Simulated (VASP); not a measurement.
Wanted: the native input for a VASP 6.6.1 run.

```
Task                   : single point
Functional             : r2SCAN
Potentials or basis    : VASP PAW PBE potentials, release 64 (Na_pv, I)
Cutoff                 : 520 eV
k mesh                 : 4 × 4 × 4
Occupations            : gaussian, width 0.01 eV
Spin                   : no spin polarisation
Dipole correction      : no
Further INCAR settings : ALGO = Normal; EDIFF = 1e-06; NBANDS = 14
```

The system is NaI.

```
CELL_PARAMETERS angstrom
4.04054 0.00000 0.00000
0.00000 4.04054 0.00000
0.00000 0.00000 4.04054
ATOMIC_POSITIONS crystal
Na 0.00000 0.00000 0.00000
I 0.50000 0.50000 0.50000
```

The input as run:

POSCAR

```
NaI
1.0
    4.0405365658      0.0000000000      0.0000000000
    0.0000000000      4.0405365658      0.0000000000
    0.0000000000      0.0000000000      4.0405365658
Na I
1 1
Direct
    0.0000000000      0.0000000000      0.0000000000
    0.5000000000      0.5000000000      0.5000000000
```

INCAR.step1

```
ALGO = Normal
EDIFF = 1E-4
ENCUT = 520
GGA = PE
ISMEAR = 0
LASPH = T
LCHARG = F
LREAL = F
LWAVE = T
NBANDS = 14
NELM = 100
PREC = Accurate
SIGMA = 0.01
```

INCAR.step2

```
ALGO = Normal
EDIFF = 1E-6
ENCUT = 520
ISIF = 2
ISMEAR = 0
ISTART = 1
LASPH = T
LCHARG = F
LMIXTAU = T
LREAL = F
LWAVE = F
METAGGA = R2SCAN
NBANDS = 14
NELM = 100
PREC = Accurate
SIGMA = 0.01
```

KPOINTS

```
k-points
0
Gamma
  4 4 4
```

Potentials or basis: VASP PAW PBE potentials, release 64 (Na_pv, I).

The run is started by

```bash
$ cat potpaw_PBE.64/Na_pv/POTCAR potpaw_PBE.64/I/POTCAR > POTCAR
$ cp INCAR.step1 INCAR
$ mpirun -np 1 vasp_std > vasp.out
$ cp INCAR.step2 INCAR
$ mpirun -np 1 vasp_std > vasp.out
```

Results of the run:

```
Pressure               : 0.2 GPa
Band gap on the k mesh : 3.06 eV (least direct gap 3.35 eV)
```

Caveat: the structure was generated, so it needn't be the stable form of NaI; the PAW data sets were made with another functional, which shifts forces and pressure a little; spin-orbit coupling is left out, which moves the levels of the heavy elements.

Wall time 27 s on 1 thread of AMD EPYC 7R13 Processor (Zen 3), with other jobs on the host, peak memory 0.14 GiB.
